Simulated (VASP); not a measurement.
# SiNi2 (P6_3/mmc) in VASP: relaxation of cell and atoms with revPBE+D4

Aim: the relaxation of cell and atoms of SiNi2 with revPBE+D4.

Everything below comes from runs of VASP 6.6.1. Logs are shortened: lines on timing, memory, paths and dates and some standing lists are left out, and cuts for length are marked.

## Step 1: The cell of the first run

It takes space group P6_3/mmc (No. 194, hexagonal). The conventional cell has a = 3.836 Å, b = 3.836 Å, c = 4.948 Å, α = 90.00°, β = 90.00°, γ = 120.00°. Ni (site symmetry -6m2) has 5 Si at 2.21 to 2.47 Å and 6 Ni at 2.54 Å within 2.9 Å. Ni (site symmetry -3m) has 8 Ni at 2.47 to 2.54 Å and 6 Si at 2.54 Å within 3.3 Å. Si (site symmetry -6m2) has 11 Ni at 2.21 to 2.54 Å within 2.9 Å.

## Step 2: Relaxation of cell and atoms, revPBE+D4, collinear spin, ferromagnetic start

Input file INCAR:

```
SYSTEM = SiNi2
PREC     = Accurate       ! precision mode
ENCUT    = 600            ! plane-wave cutoff, eV
EDIFF    = 1E-6           ! SCF threshold, eV
ISMEAR   = -1             ! smearing method
SIGMA    = 0.05           ! smearing width, eV
LREAL    = .FALSE.        ! projectors in reciprocal space
LASPH    = .TRUE.         ! aspherical terms in the spheres
NELM     = 150            ! most SCF steps
ALGO     = Fast           ! electronic algorithm
ISIF     = 3              ! what is computed and relaxed
LWAVE    = .FALSE.        ! write WAVECAR
LCHARG   = .FALSE.        ! write CHGCAR
ISPIN    = 2              ! spin polarisation
MAGMOM   = 1 1 1 1 0 0    ! initial moments
LORBIT   = 11             ! projections on sites
LMAXMIX  = 4              ! l up to which the mixer works
GGA      = RE             ! functional
IVDW     = 13             ! dispersion correction
IBRION   = 2              ! ionic algorithm
NSW      = 60             ! ionic steps
EDIFFG   = -0.01          ! ionic threshold
```

Input file KPOINTS:

```
Automatic mesh
0
G
  8 8 6
  0 0 0
```

Input file POSCAR:

```
SiNi2
1.0
    3.8360000000      0.0000000000      0.0000000000
   -1.9180000000      3.3220734489      0.0000000000
    0.0000000000      0.0000000000      4.9480000000
Ni Si
4 2
Direct
    0.6666666667      0.3333333333      0.7500000000
    0.3333333333      0.6666666667      0.2500000000
    0.0000000000      0.0000000000      0.5000000000
    0.0000000000      0.0000000000      0.0000000000
    0.6666666667      0.3333333333      0.2500000000
    0.3333333333      0.6666666667      0.7500000000
```

Potentials or basis: VASP PAW PBE potentials, release 64 (Ni, Si).

Run with:

```console
$ cat potpaw_PBE.64/Ni/POTCAR potpaw_PBE.64/Si/POTCAR > POTCAR
$ mpirun -np 1 vasp_std > vasp.out
```

OUTCAR:

```text
SYSTEM = SiNi2
   PREC = Accurate
   ENCUT = 600
   EDIFF = 1E-6
   ISMEAR = -1
   LREAL = .FALSE.
   LASPH = .TRUE.
   NELM = 150
   ISIF = 3
   ISPIN = 2
   LORBIT = 11
   GGA = RE
   IVDW = 13
   IBRION = 2
   NSW = 60
   EDIFFG = -0.01

 ion  position               nearest neighbor table
   1  0.667  0.333  0.750-   6 2.21   6 2.21   6 2.21   5 2.47   5 2.47   3 2.54   4 2.54   3 2.54
                             4 2.54   3 2.54   4 2.54
   2  0.333  0.667  0.250-   5 2.21   5 2.21   5 2.21   6 2.47   6 2.47   3 2.54   4 2.54   4 2.54
                             3 2.54   4 2.54   3 2.54
   3  0.000  0.000  0.500-   4 2.47   4 2.47   1 2.54   5 2.54   6 2.54   2 2.54   2 2.54   6 2.54
                             1 2.54   5 2.54   1 2.54   5 2.54   2 2.54   6 2.54
   4  0.000  0.000  0.000-   3 2.47   3 2.47   1 2.54   5 2.54   6 2.54   2 2.54   2 2.54   6 2.54
                             1 2.54   5 2.54   1 2.54   5 2.54   2 2.54   6 2.54
   5  0.667  0.333  0.250-   2 2.21   2 2.21   2 2.21   1 2.47   1 2.47   3 2.54   4 2.54   3 2.54
                             4 2.54   3 2.54   4 2.54
   6  0.333  0.667  0.750-   1 2.21   1 2.21   1 2.21   2 2.47   2 2.47   3 2.54   4 2.54   4 2.54
                             3 2.54   4 2.54   3 2.54

  LATTYP: Found a hexagonal cell.
 ALAT       =     3.8360000000
 C/A-ratio  =     1.2898852972

  Lattice vectors:

 A1 = (   3.8360000000,   0.0000000000,   0.0000000000)
 A2 = (  -1.9180000000,   3.3220734489,   0.0000000000)
 A3 = (   0.0000000000,   0.0000000000,   4.9480000000)

Analysis of symmetry for initial positions (statically):
=====================================================================
 Subroutine PRICEL returns:
 Original cell was already a primitive cell.

 Routine SETGRP: Setting up the symmetry group for a
 hexagonal supercell.

 Subroutine GETGRP returns: Found 24 space group operations
 (whereof 12 operations were pure point group operations)
 out of a pool of 24 trial point group operations.

The static configuration has the point symmetry D_3d.
 The point group associated with its full space group is D_6h.

Analysis of symmetry for dynamics (positions and initial velocities):
=====================================================================
 Subroutine PRICEL returns:
 Original cell was already a primitive cell.

 Routine SETGRP: Setting up the symmetry group for a
 hexagonal supercell.

 Subroutine GETGRP returns: Found 24 space group operations
 (whereof 12 operations were pure point group operations)
 out of a pool of 24 trial point group operations.

The dynamic configuration has the point symmetry D_3d.
 The point group associated with its full space group is D_6h.

Analysis of structural, dynamic, and magnetic symmetry:
=====================================================================
 Subroutine PRICEL returns:
 Original cell was already a primitive cell.

 Routine SETGRP: Setting up the symmetry group for a
 hexagonal supercell.

 Subroutine GETGRP returns: Found 24 space group operations
 (whereof 12 operations were pure point group operations)
 out of a pool of 24 trial point group operations.

The overall configuration has the point symmetry D_3d.
 The point group associated with its full space group is D_6h.

 Subroutine INISYM returns: Found 24 space group operations
 (whereof 12 operations are pure point group operations),
 and found     1 'primitive' translations

----------------------------------------------------------------------------------------

                                     Primitive cell

  volume of cell :      63.0547

  direct lattice vectors                    reciprocal lattice vectors
     3.836000000  0.000000000  0.000000000     0.260688217  0.150508412  0.000000000
    -1.918000000  3.322073449  0.000000000     0.000000000  0.301016824  0.000000000
     0.000000000  0.000000000  4.948000000     0.000000000  0.000000000  0.202101859

  length of vectors
     3.836000000  3.836000000  4.948000000     0.301016824  0.301016824  0.202101859

  position of ions in fractional coordinates (direct lattice)
     0.666666667  0.333333333  0.750000000
     0.333333333  0.666666667  0.250000000
     0.000000000  0.000000000  0.500000000
     0.000000000  0.000000000  0.000000000
     0.666666667  0.333333333  0.250000000
     0.333333333  0.666666667  0.750000000

  ion indices of the primitive-cell ions
   primitive index   ion index
                 1           1
                 2           2
                 3           3
                 4           4
                 5           5
                 6           6

----------------------------------------------------------------------------------------

 KPOINTS: Automatic mesh

Automatic generation of k-mesh.
 Grid dimensions read from file:
 generate k-points for:    8    8    6

 Generating k-lattice:

  Cartesian coordinates                     Fractional coordinates (reciprocal lattice)
     0.032586027  0.018813552  0.000000000     0.125000000 -0.000000000  0.000000000
     0.000000000  0.037627103  0.000000000     0.000000000  0.125000000  0.000000000
     0.000000000  0.000000000  0.033683643     0.000000000  0.000000000  0.166666667

  Length of vectors
     0.037627103  0.037627103  0.033683643

  Shift w.r.t. Gamma in fractional coordinates (k-lattice)
     0.000000000  0.000000000  0.000000000

 Subroutine IBZKPT returns following result:
 ===========================================

 Found     40 irreducible k-points:

 Following reciprocal coordinates:
            Coordinates               Weight
  0.000000  0.000000  0.000000      1.000000
  0.125000  0.000000  0.000000      6.000000
  0.250000  0.000000  0.000000      6.000000
  0.375000  0.000000  0.000000      6.000000
  0.500000  0.000000  0.000000      3.000000
  0.125000  0.125000  0.000000      6.000000
[... 16 lines left out ...]
  0.250000  0.000000  0.333333     12.000000
  0.375000  0.000000  0.333333     12.000000
 [... further k-points ...]
   k-points           NKPTS =     40   k-points in BZ     NKDIM =     40   number of bands    NBANDS=     30
   number of dos      NEDOS =    301   number of ions     NIONS =      6
   total plane-waves  NPLWV =  40960
   dimension x,y,z NGX =    32 NGY =   32 NGZ =   40
   dimension x,y,z NGXF=    64 NGYF=   64 NGZF=   80
   ions per type =               4   2
   NGX,Y,Z   is equivalent  to a cutoff of  13.87, 13.87, 13.44 a.u.
   NGXF,Y,Z  is equivalent  to a cutoff of  27.74, 27.74, 26.88 a.u.
 SYSTEM =  SiNi2
   PREC   = accura    normal or accurate (medium, high low for compatibility)
   ISTART =      0    job   : 0-new  1-cont  2-samecut
   ICHARG =      2    charge: 1-file 2-atom 10-const
   ISPIN  =      2    spin polarized calculation?
   LNONCOLLINEAR =      F non collinear calculations
   LSORBIT =      F    spin-orbit coupling
   LASPH  =      T    aspherical Exc in radial PAW
   ENCUT  =  600.0 eV  44.10 Ry    6.64 a.u.   7.66  7.66  9.88*2*pi/ulx,y,z
   NELM   =    150;   NELMIN=  2; NELMDL= -5     # of ELM steps
   EDIFF  = 0.1E-05   stopping-criterion for ELM
   LREAL  =      F    real-space projection
   EDIFFG = -.1E-01   stopping-criterion for IOM
   NSW    =     60    number of steps for IOM
   IBRION =      2    ionic relax: 0-MD 1-quasi-New 2-CG
   NFREE  =      1    steps in history (QN), initial steepest desc. (CG)
   ISIF   =      3    stress and relaxation
   ISYM   =      2    0-nonsym 1-usesym 2-fastsym
   POTIM  = 0.5000    time-step for ionic-motion
   TEBEG  =    0.0;   TEEND  =   0.0 temperature during run
   PSTRESS=    0.0 pullay stress
   NELECT =      48.0000    total number of electrons
   NUPDOWN=      -1.0000    fix difference up-down
   EMIN   =  10.00;   EMAX   =-10.00  energy-range for DOS
   EFERMI =   0.00;   METHOD = LEGACY
   ISMEAR =    -1;   SIGMA  =   0.05  broadening in eV -4-tet -1-fermi 0-gaus
   EFERMI_NEDOS =   21; number of points for ismear=-14 and -15
   IALGO  =     68    algorithm
   IMIX   =      4    mixing-type and parameters
     AMIX     =   0.40;   BMIX     =  1.00
     AMIX_MAG =   1.60;   BMIX_MAG =  1.00
  volume/ion in A,a.u.               =      10.51        70.92
  Fermi-wavevector in a.u.,A,eV,Ry     =   1.494799  2.824760 30.401176  2.234423
  Thomas-Fermi vector in A             =   2.607025
   LORBIT       =     11    0 simple, 1 ext, 2 COOP (PROOUT), +10 PAW based schemes
   GGA     = RE    functional components
   LHFCALC =     F    Hartree Fock is set to
   AEXX    =    0.0000 exact exchange contribution
   IVDW    =    13    specifies the selected vdW correction
   LEPSILON=     F    determine dielectric tensor
   LRPA    =     F    only Hartree local field effects (RPA)
 conjugate gradient relaxation of ions
 spin polarized calculation
 RMM-DIIS sequential band-by-band and
  energy-cutoff  :      600.00
  volume of cell :       63.05
 maximum number of plane-waves:      2128
 NGX is ok and might be reduce to    32
   NGX = 15   NGY = 15   NGZ = 19

--------------------------------------- Ionic step        1  -------------------------------------------

 number of electron      47.9999976 magnetization       0.0007833

 number of electron      47.9999976 magnetization      -0.0007246

 Free energy of the ion-electron system (eV)
  ---------------------------------------------------
  ext. energy  EPLUGINS =         0.00000000
  ---------------------------------------------------
  free energy    TOTEN  =       -33.39862050 eV

  energy without entropy =      -33.36606901  energy(sigma->0) =      -33.38234475

------------------------ aborting loop because EDIFF is reached ----------------------------------------

  DFT-D4 for vdW energy calculation

  Edisp (eV):   -5.46684
[... 175 lines left out ...]
 number of electron      47.9999995 magnetization      -0.0000000

 number of electron      47.9999995 magnetization       0.0000002

 Free energy of the ion-electron system (eV)
  ---------------------------------------------------
  ext. energy  EPLUGINS =         0.00000000
  ---------------------------------------------------
  free energy    TOTEN  =       -33.42674796 eV

  energy without entropy =      -33.39472856  energy(sigma->0) =      -33.41073826

 E-fermi :  11.7612     XC(G=0): -13.0731

 val. band max:       11.7395286622   @ k =   0.2500   0.2500   0.1667
 cond. band min:      11.7652058395   @ k =   0.1250   0.1250   0.0000
 fundamental gap:      0.0256771774
 Fermi energy:        11.7611725968

 spin component 1

 k-point     1 :       0.0000    0.0000    0.0000
  band No.  band energies     occupation
      1      -1.1121      1.00000
      2       3.4495      1.00000
      3       5.1305      1.00000
      4       6.4997      1.00000
      5       6.4997      1.00000
      6       7.6957      1.00000
[... 781 lines left out ...]
     29      15.6118      0.00000
     30      17.0951      0.00000

 [... further k-points ...]

 spin component 2

 k-point     1 :       0.0000    0.0000    0.0000
  band No.  band energies     occupation
      1      -1.1121      1.00000
      2       3.4495      1.00000
      3       5.1305      1.00000
      4       6.4997      1.00000
      5       6.4997      1.00000
      6       7.6957      1.00000
[... 820 lines left out ...]
  FREE ENERGIE OF THE ION-ELECTRON SYSTEM (eV)
  ---------------------------------------------------
  free  energy   TOTEN  =       -38.8786728895 eV

  energy  without entropy=      -38.8466534936  energy(sigma->0) =      -38.86266319

 reached required accuracy - stopping structural energy minimisation

 total charge

# of ion       s       p       d       tot
------------------------------------------
    1        0.525   0.648   8.533   9.706
    2        0.525   0.648   8.533   9.706
    3        0.444   0.572   8.444   9.459
    4        0.444   0.572   8.444   9.459
    5        0.725   0.894   0.000   1.619
    6        0.725   0.894   0.000   1.619
--------------------------------------------------
tot          3.386   4.230  33.952  41.569

 magnetization (x)

# of ion       s       p       d       tot
------------------------------------------
    1       -0.000   0.000   0.000   0.000
    2       -0.000   0.000   0.000   0.000
    3       -0.000   0.000   0.000   0.000
    4       -0.000   0.000   0.000   0.000
    5       -0.000  -0.000   0.000  -0.000
    6       -0.000  -0.000   0.000  -0.000
--------------------------------------------------
tot         -0.000  -0.000   0.000   0.000
```

Run time: 5.1 min. Hardware: 1 thread of Intel Xeon 6975P-C (Granite Rapids), shared host; peak memory 0.31 GiB.

What came out:

```
Free energy                                           : -38.8787 eV
Relaxed volume                                        : 10.54 Å³/atom
Relaxed cell                                          : a = 3.863 Å, b = 3.863 Å, c = 4.893 Å, α = 90.00°, β = 90.00°, γ = 120.00°
Space group after relaxing (to 0.1 Å)                 : P6_3/mmc (No. 194)
Energy gained by relaxing                             : 2.2 meV/atom
Ionic steps                                           : 5
Pressure after relaxing                               : -0.1 GPa
Band gap on the k mesh                                : zero (filled and empty bands overlap)
Net moment                                            : 0.00 μB per cell
Valence electrons inside the program's atomic spheres : Ni 9.71, 9.46 (each value once); Si 1.62
Dispersion energy per atom                            : -0.909 eV
```

Step by step:
```
step  energy change (eV)  largest force (eV/Å)  pressure (GPa)  volume (Å³)
   1              0.0000                0.0000            1.14        63.05
   2             -0.0102                0.0000           -1.86        63.73
   3             -0.0110                0.0000           -1.18        63.59
   4             -0.0127                0.0000            0.58        63.05
   5             -0.0132                0.0000           -0.07        63.22
```

Final structure:
```xyz
6
Lattice="3.8626 0.0000 0.0000 -1.9313 3.3451 0.0000 0.0000 0.0000 4.8927" Properties=species:S:1:pos:R:3 pbc="T T T"
Ni    1.9313    1.1150    3.6695
Ni    0.0000    2.2301    1.2232
Ni    0.0000    0.0000    2.4463
Ni    0.0000    0.0000    0.0000
Si    1.9313    1.1150    1.2232
Si    0.0000    2.2301    3.6695
```

Caveat: the moments typed at the start vanished in this run; the PAW data sets were made with another functional, which shifts forces and pressure a little.

The gap in the log of VASP goes by the Fermi energy; the results here count the filled bands.